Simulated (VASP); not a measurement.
# HgTe (F-43m) in VASP: notebook

The runs below take HgTe through single point, with revPBE, BLYP, r2SCAN+rVV10.

All numbers are computed with VASP 6.6.1; they aren't measurements. Logs are shortened: lines on timing, memory, paths and dates and some standing lists are left out, and cuts for length are marked.

## 1. The cell of the first run

Symmetry: F-43m, No. 216, cubic system. Conventional cell: a = 6.726 Å, b = 6.726 Å, c = 6.726 Å, α = 90.00°, β = 90.00°, γ = 90.00°. Within 3.8 Å of Hg (site symmetry -43m) lie 4 Te at 2.91 Å. Te (site symmetry -43m) has 4 Hg at 2.91 Å within 3.8 Å.

## 2. Single point, revPBE

Contents of INCAR:

```
SYSTEM = HgTe
ALGO = Normal
EDIFF = 1E-6
ENCUT = 500
GGA = RE
GGA_COMPAT = .False.
ISIF = 2
ISMEAR = 0
LASPH = .True.
LCHARG = .True.
LELF = .True.
LREAL = .False.
LVHAR = .True.
LWAVE = .False.
NBANDS = 16
NELM = 120
PREC = Accurate
SIGMA = 0.05
```

Contents of KPOINTS:

```
k-points
0
Gamma
  6 6 6
  0 0 0
```

Contents of POSCAR:

```
HgTe
1.0
    0.0000000000      3.3629798713      3.3629798713
    3.3629798713      0.0000000000      3.3629798713
    3.3629798713      3.3629798713      0.0000000000
Hg Te
1 1
Direct
    0.0000000000      0.0000000000      0.0000000000
    0.2500000000      0.2500000000      0.2500000000
```

Potentials or basis: VASP PAW PBE potentials, release 64 (Hg, Te).

Run with:

```
cat potpaw_PBE.64/Hg/POTCAR potpaw_PBE.64/Te/POTCAR > POTCAR
mpirun -np 1 vasp_std > vasp.out
```

OUTCAR:

```text
SYSTEM = HgTe
   EDIFF = 1E-6
   ENCUT = 500
   GGA = RE
   ISIF = 2
   ISMEAR = 0
   LASPH = .True.
   LREAL = .False.
   NELM = 120
   PREC = Accurate

 ion  position               nearest neighbor table
   1  0.000  0.000  0.000-   2 2.91   2 2.91   2 2.91   2 2.91
   2  0.250  0.250  0.250-   1 2.91   1 2.91   1 2.91   1 2.91

  LATTYP: Found a face centered cubic cell.
 ALAT       =     6.7259597426

  Lattice vectors:

 A1 = (   0.0000000000,   3.3629798713,   3.3629798713)
 A2 = (   3.3629798713,   0.0000000000,   3.3629798713)
 A3 = (   3.3629798713,   3.3629798713,   0.0000000000)

Analysis of symmetry for initial positions (statically):
=====================================================================
 Subroutine PRICEL returns:
 Original cell was already a primitive cell.

 Routine SETGRP: Setting up the symmetry group for a
 face centered cubic supercell.

 Subroutine GETGRP returns: Found 24 space group operations
 (whereof 24 operations were pure point group operations)
 out of a pool of 48 trial point group operations.

The static configuration has the point symmetry T_d .

Analysis of symmetry for dynamics (positions and initial velocities):
=====================================================================
 Subroutine PRICEL returns:
 Original cell was already a primitive cell.

 Routine SETGRP: Setting up the symmetry group for a
 face centered cubic supercell.

 Subroutine GETGRP returns: Found 24 space group operations
 (whereof 24 operations were pure point group operations)
 out of a pool of 48 trial point group operations.

The dynamic configuration has the point symmetry T_d .

 Subroutine INISYM returns: Found 24 space group operations
 (whereof 24 operations are pure point group operations),
 and found     1 'primitive' translations

----------------------------------------------------------------------------------------

                                     Primitive cell

  volume of cell :      76.0681

  direct lattice vectors                    reciprocal lattice vectors
     0.000000000  3.362979871  3.362979871    -0.148677667  0.148677667  0.148677667
     3.362979871  0.000000000  3.362979871     0.148677667 -0.148677667  0.148677667
     3.362979871  3.362979871  0.000000000     0.148677667  0.148677667 -0.148677667

  length of vectors
     4.755971744  4.755971744  4.755971744     0.257517272  0.257517272  0.257517272

  position of ions in fractional coordinates (direct lattice)
     0.000000000  0.000000000  0.000000000
     0.250000000  0.250000000  0.250000000

  ion indices of the primitive-cell ions
   primitive index   ion index
                 1           1
                 2           2

----------------------------------------------------------------------------------------

 KPOINTS: k-points

Automatic generation of k-mesh.
 Grid dimensions read from file:
 generate k-points for:    6    6    6

 Generating k-lattice:

  Cartesian coordinates                     Fractional coordinates (reciprocal lattice)
    -0.024779611  0.024779611  0.024779611     0.166666667  0.000000000  0.000000000
     0.024779611 -0.024779611  0.024779611     0.000000000  0.166666667  0.000000000
     0.024779611  0.024779611 -0.024779611     0.000000000  0.000000000  0.166666667

  Length of vectors
     0.042919545  0.042919545  0.042919545

  Shift w.r.t. Gamma in fractional coordinates (k-lattice)
     0.000000000  0.000000000  0.000000000

 Subroutine IBZKPT returns following result:
 ===========================================

 Found     16 irreducible k-points:

 Following reciprocal coordinates:
            Coordinates               Weight
  0.000000  0.000000  0.000000      1.000000
  0.166667  0.000000  0.000000      8.000000
  0.333333  0.000000  0.000000      8.000000
  0.500000  0.000000  0.000000      4.000000
  0.166667  0.166667  0.000000      6.000000
  0.333333  0.166667  0.000000     24.000000
[... 8 lines left out ...]
 -0.333333  0.333333  0.166667     24.000000
 -0.333333  0.500000  0.166667     12.000000
   k-points           NKPTS =     16   k-points in BZ     NKDIM =     16   number of bands    NBANDS=     16
   number of dos      NEDOS =    301   number of ions     NIONS =      2
   total plane-waves  NPLWV =  46656
   dimension x,y,z NGX =    36 NGY =   36 NGZ =   36
   dimension x,y,z NGXF=    72 NGYF=   72 NGZF=   72
   ions per type =               1   1
   NGX,Y,Z   is equivalent  to a cutoff of  12.58, 12.58, 12.58 a.u.
   NGXF,Y,Z  is equivalent  to a cutoff of  25.17, 25.17, 25.17 a.u.
 SYSTEM =  HgTe
   PREC   = accura    normal or accurate (medium, high low for compatibility)
   ISTART =      0    job   : 0-new  1-cont  2-samecut
   ICHARG =      2    charge: 1-file 2-atom 10-const
   ISPIN  =      1    spin polarized calculation?
   LNONCOLLINEAR =      F non collinear calculations
   LSORBIT =      F    spin-orbit coupling
   LASPH  =      T    aspherical Exc in radial PAW
   ENCUT  =  500.0 eV  36.75 Ry    6.06 a.u.   8.67  8.67  8.67*2*pi/ulx,y,z
   NELM   =    120;   NELMIN=  2; NELMDL= -5     # of ELM steps
   EDIFF  = 0.1E-05   stopping-criterion for ELM
   LREAL  =      F    real-space projection
   EDIFFG = 0.1E-04   stopping-criterion for IOM
   NSW    =      0    number of steps for IOM
   IBRION =     -1    ionic relax: 0-MD 1-quasi-New 2-CG
   NFREE  =      0    steps in history (QN), initial steepest desc. (CG)
   ISIF   =      2    stress and relaxation
   ISYM   =      2    0-nonsym 1-usesym 2-fastsym
   POTIM  = 0.5000    time-step for ionic-motion
   TEBEG  =    0.0;   TEEND  =   0.0 temperature during run
   PSTRESS=    0.0 pullay stress
   NELECT =      18.0000    total number of electrons
   NUPDOWN=      -1.0000    fix difference up-down
   EMIN   =  10.00;   EMAX   =-10.00  energy-range for DOS
   EFERMI =   0.00;   METHOD = LEGACY
   ISMEAR =     0;   SIGMA  =   0.05  broadening in eV -4-tet -1-fermi 0-gaus
   EFERMI_NEDOS =   21; number of points for ismear=-14 and -15
   IALGO  =     38    algorithm
   IMIX   =      4    mixing-type and parameters
     AMIX     =   0.40;   BMIX     =  1.00
     AMIX_MAG =   1.60;   BMIX_MAG =  1.00
  volume/ion in A,a.u.               =      38.03       256.67
  Fermi-wavevector in a.u.,A,eV,Ry     =   1.012585  1.913508 13.950434  1.025328
  Thomas-Fermi vector in A             =   2.145703
   LORBIT       =      0    0 simple, 1 ext, 2 COOP (PROOUT), +10 PAW based schemes
   GGA     = RE    functional components
   LHFCALC =     F    Hartree Fock is set to
   AEXX    =    0.0000 exact exchange contribution
   IVDW    =     0    specifies the selected vdW correction
   LEPSILON=     F    determine dielectric tensor
   LRPA    =     F    only Hartree local field effects (RPA)
 non-spin polarized calculation
 Gauss-broadening in eV      SIGMA  =   0.05
  energy-cutoff  :      500.00
  volume of cell :       76.07
 maximum number of plane-waves:      1964
   NGX = 17   NGY = 17   NGZ = 17

 number of electron      17.9999999 magnetization

 Free energy of the ion-electron system (eV)
  ---------------------------------------------------
  ext. energy  EPLUGINS =         0.00000000
  ---------------------------------------------------
  free energy    TOTEN  =        -3.02788056 eV

  energy without entropy =       -3.02752347  energy(sigma->0) =       -3.02770201

 E-fermi :   2.0255     XC(G=0):  -8.0206

 val. band max:        2.0103192703   @ k =   0.0000   0.0000   0.0000
 cond. band min:       2.7228130723   @ k =   0.1667   0.0000   0.0000
 fundamental gap:      0.7124938020
 Fermi energy:         2.0255477292

 k-point     1 :       0.0000    0.0000    0.0000
  band No.  band energies     occupation
      1      -9.1699      2.00000
      2      -4.7291      2.00000
      3      -4.7291      2.00000
      4      -4.7291      2.00000
      5      -4.3354      2.00000
      6      -4.3354      2.00000
[... 8 lines left out ...]
     15      11.4013      0.00000
     16      11.4013      0.00000

 k-point     2 :       0.1667    0.0000    0.0000
  band No.  band energies     occupation
      1      -9.0686      2.00000
      2      -4.7020      2.00000
      3      -4.7020      2.00000
      4      -4.6697      2.00000
      5      -4.3369      2.00000
      6      -4.3369      2.00000
[... 8 lines left out ...]
     15      10.6389      0.00000
     16      10.6389      0.00000

 k-point     3 :       0.3333    0.0000    0.0000
  band No.  band energies     occupation
      1      -8.8537      2.00000
      2      -4.6547      2.00000
      3      -4.6547      2.00000
      4      -4.4193      2.00000
      5      -4.3299      2.00000
      6      -4.3299      2.00000
[... 8 lines left out ...]
     15      10.8896      0.00000
     16      10.8896      0.00000

 k-point     4 :       0.5000    0.0000    0.0000
  band No.  band energies     occupation
      1      -8.7398      2.00000
      2      -4.6359      2.00000
      3      -4.6359      2.00000
      4      -4.3198      2.00000
      5      -4.3198      2.00000
      6      -4.0997      2.00000
[... 8 lines left out ...]
     15      11.9439      0.00000
     16      11.9439      0.00000
[... 172 lines left out ...]
 k-point    14 :       0.5000    0.3333    0.1667
  band No.  band energies     occupation
      1      -8.7064      2.00000
      2      -4.5934      2.00000
      3      -4.5771      2.00000
      4      -4.4234      2.00000
      5      -4.3162      2.00000
      6      -4.1941      2.00000
[... 8 lines left out ...]
     15      12.0472      0.00000
     16      12.7928      0.00000

 k-point    15 :      -0.3333    0.3333    0.1667
  band No.  band energies     occupation
      1      -8.6295      2.00000
      2      -4.5754      2.00000
      3      -4.5559      2.00000
      4      -4.3672      2.00000
      5      -4.3364      2.00000
      6      -3.9767      2.00000
[... 8 lines left out ...]
     15      12.2080      0.00000
     16      12.6835      0.00000

 k-point    16 :      -0.3333    0.5000    0.1667
  band No.  band energies     occupation
      1      -8.5913      2.00000
      2      -4.5495      2.00000
      3      -4.5194      2.00000
      4      -4.4142      2.00000
      5      -4.3191      2.00000
      6      -3.9167      2.00000
[... 8 lines left out ...]
     15      12.5721      0.00000
     16      12.8176      0.00000

------------------------ aborting loop because EDIFF is reached ----------------------------------------

  FORCE on cell =-STRESS in cart. coord.  units (eV):
  Direction    XX          YY          ZZ          XY          YZ          ZX
  --------------------------------------------------------------------------------------
  -------------------------------------------------------------------------------------
  Total        0.0461451      0.0461451      0.0461451      0.0000000      0.0000000      0.0000000
  in kB        0.9719256      0.9719256      0.9719256      0.0000000      0.0000000      0.0000000
  external PRESSURE =       0.9719256 kB  Pullay stress =       0.0000000 kB

 VOLUME and BASIS-vectors are now :
 -----------------------------------------------------------------------------
  energy-cutoff  :      500.00
  volume of cell :       76.07
      direct lattice vectors                 reciprocal lattice vectors
     0.000000000  3.362979871  3.362979871    -0.148677667  0.148677667  0.148677667
     3.362979871  0.000000000  3.362979871     0.148677667 -0.148677667  0.148677667
     3.362979871  3.362979871  0.000000000     0.148677667  0.148677667 -0.148677667

 POSITION                                       TOTAL-FORCE (eV/Angst)
 -----------------------------------------------------------------------------------
      0.00000      0.00000      0.00000        -0.000000     -0.000000     -0.000000
      1.68149      1.68149      1.68149         0.000000      0.000000      0.000000
 -----------------------------------------------------------------------------------
    total drift:                               -0.000000     -0.000000     -0.000000

  FREE ENERGIE OF THE ION-ELECTRON SYSTEM (eV)
  ---------------------------------------------------
  free  energy   TOTEN  =        -3.0278805571 eV

  energy  without entropy=       -3.0275234684  energy(sigma->0) =       -3.02770201
```

Wall time 12 s (1 thread of Intel Xeon Platinum 8488C (Sapphire Rapids), shared host); peak memory 0.21 GiB.

Results:

```
Free energy            : -3.0279 eV
Pressure               : 0.1 GPa
Band gap on the k mesh : zero (filled and empty bands touch)
```

Caveat: the PAW data sets were made with another functional, which shifts forces and pressure a little; spin-orbit coupling is left out, which moves the levels of the heavy elements.

## 3. Single point, BLYP

This run uses another cell than the first one, of 39.35 Å³/atom, 1.035 times its volume.

Contents of INCAR:

```
SYSTEM = HgTe
  PREC = Accurate
  ENCUT = 500
  EDIFF = 1E-6
  ISMEAR = 0
  SIGMA = 0.05
  LREAL = .FALSE.
  LASPH = .TRUE.
  NELM = 120
  ALGO = Normal
  ISIF = 2
  LWAVE = .FALSE.
  LCHARG = .FALSE.
  GGA = B5
  ALDAX = 1.0
  AGGAX = 1.0
  AGGAC = 1.0
  ALDAC = 0.0
  NBANDS = 16
  GGA_COMPAT = .FALSE.
```

Contents of KPOINTS:

```
Automatic mesh
0
G
  6 6 6
  0 0 0
```

Contents of POSCAR:

```
HgTe
1.0
    0.0000000000      3.4014292928      3.4014292928
    3.4014292928      0.0000000000      3.4014292928
    3.4014292928      3.4014292928      0.0000000000
Hg Te
1 1
Direct
    0.0000000000      0.0000000000      0.0000000000
    0.2500000000      0.2500000000      0.2500000000
```

Potentials or basis: VASP PAW PBE potentials, release 64 (Hg, Te).

Run with:

```
cat potpaw_PBE.64/Hg/POTCAR potpaw_PBE.64/Te/POTCAR > POTCAR
mpirun -np 1 vasp_std > vasp.out
```

It took 21 s on 1 thread of Intel Xeon Platinum 8488C (Sapphire Rapids), shared host; peak memory 0.21 GiB.

Results (log left out):

| Quantity | Value |
| --- | --- |
| Free energy | -2.7008 eV |
| Pressure | 0.6 GPa |
| Band gap on the k mesh | zero (filled and empty bands touch) |

Levels at points of the mesh, in eV from the Fermi level:
| k point | band 7 | band 8 | band 9 | band 10 | band 11 | band 12 |
| --- | --- | --- | --- | --- | --- | --- |
| (0.00, 0.00, 0.00) | -1.16 | -0.02 | -0.02 | -0.02 | 4.46 | 4.46 |
| (0.50, 0.00, 0.00) | -4.59 | -0.73 | -0.73 | 0.64 | 5.15 | 5.15 |
| (0.50, 0.50, 0.00) | -4.68 | -1.69 | -1.69 | 1.85 | 2.89 | 7.76 |

Caveat: the PAW data sets were made with another functional, which shifts forces and pressure a little; spin-orbit coupling is left out, which moves the levels of the heavy elements.

## 4. Single point, r2SCAN+rVV10

This run uses another cell than the first one, of 33.90 Å³/atom, 0.891 times its volume.

Contents of POSCAR:

```
HgTe
1.0
    0.0000000000      3.2363705031      3.2363705031
    3.2363705031      0.0000000000      3.2363705031
    3.2363705031      3.2363705031      0.0000000000
Hg Te
1 1
Direct
    0.0000000000      0.0000000000      0.0000000000
    0.2500000000      0.2500000000      0.2500000000
```

Contents of INCAR.step1:

```
SYSTEM = HgTe
ALGO     = Normal         ! electronic algorithm
EDIFF    = 1E-5           ! SCF threshold, eV
ENCUT    = 550            ! plane-wave cutoff, eV
GGA      = PE             ! functional
GGA_COMPAT= .False.      
ISMEAR   = 0              ! smearing method
LASPH    = .True.         ! aspherical terms in the spheres
LCHARG   = .False.        ! write CHGCAR
LREAL    = .False.        ! projectors in reciprocal space
LWAVE    = .True.         ! write WAVECAR
NBANDS   = 16             ! bands
NELM     = 120            ! most SCF steps
PREC     = Accurate       ! precision mode
SIGMA    = 0.05           ! smearing width, eV
```

Contents of INCAR.step2:

```
SYSTEM = HgTe
ALGO     = Normal         ! electronic algorithm
BPARAM   = 11.95        
CPARAM   = 0.0093       
EDIFF    = 1E-6           ! SCF threshold, eV
ENCUT    = 550            ! plane-wave cutoff, eV
GGA_COMPAT= .False.      
ISIF     = 2              ! what is computed and relaxed
ISMEAR   = 0              ! smearing method
ISTART   = 1            
IVDW_NL  = 2            
LASPH    = .True.         ! aspherical terms in the spheres
LCHARG   = .False.        ! write CHGCAR
LMIXTAU  = .True.       
LREAL    = .False.        ! projectors in reciprocal space
LUSE_VDW = .True.       
LWAVE    = .False.        ! write WAVECAR
METAGGA  = R2SCAN         ! meta-GGA
NBANDS   = 16             ! bands
NELM     = 120            ! most SCF steps
PREC     = Accurate       ! precision mode
SIGMA    = 0.05           ! smearing width, eV
```

Contents of KPOINTS:

```
k-points
0
Gamma
  6 6 6
  0 0 0
```

Run with:

```
cat potpaw_PBE.64/Hg/POTCAR potpaw_PBE.64/Te/POTCAR > POTCAR
cp INCAR.step1 INCAR
mpirun -np 1 vasp_std > vasp.out
cp INCAR.step2 INCAR
mpirun -np 1 vasp_std > vasp.out
```

Wall time 93 s (1 thread of Intel Xeon Platinum 8488C (Sapphire Rapids), shared host); peak memory 0.4 GiB.

The run converged. Its results:

```yaml
Free_energy: -74.6072 eV
Pressure: 1.5 GPa
Band_gap_on_the_k_mesh: zero (filled and empty bands touch)
```

Levels at points of the mesh, in eV from the Fermi level:
```
           k point  band 7  band 8  band 9  band 10  band 11  band 12
(0.00, 0.00, 0.00)   -0.46   -0.02   -0.02    -0.02     4.53     4.53
(0.50, 0.00, 0.00)   -5.66   -1.03   -1.03     0.90     5.32     5.32
(0.50, 0.50, 0.00)   -5.59   -2.37   -2.37     2.03     2.64     8.60
```

Caveat: the PAW data sets were made with another functional, which shifts forces and pressure a little; spin-orbit coupling is left out, which moves the levels of the heavy elements.

## 5. Summary

| level | cell | cutoff (eV) | gap on the mesh (eV) | pressure (GPa) |
| --- | --- | --- | --- | --- |
| revPBE | a = 4.756 Å, angles 60.0°, 2 atoms | 500 | none | 0.1 |
| BLYP | a = 4.810 Å, angles 60.0°, 2 atoms | 500 | none | 0.6 |
| r2SCAN+rVV10 | a = 4.577 Å, angles 60.0°, 2 atoms | 550 | none | 1.5 |

Alike in all rows: task single point; potentials or basis VASP PAW PBE potentials, release 64 (Hg, Te); no spin polarisation; k mesh 6 × 6 × 6; smearing gaussian 0.05 eV.

Caveats: the PAW data sets were made with another functional, which shifts forces and pressure a little; spin-orbit coupling is left out, which moves the levels of the heavy elements.

Absolute energies hang on the potentials; compare differences alone.
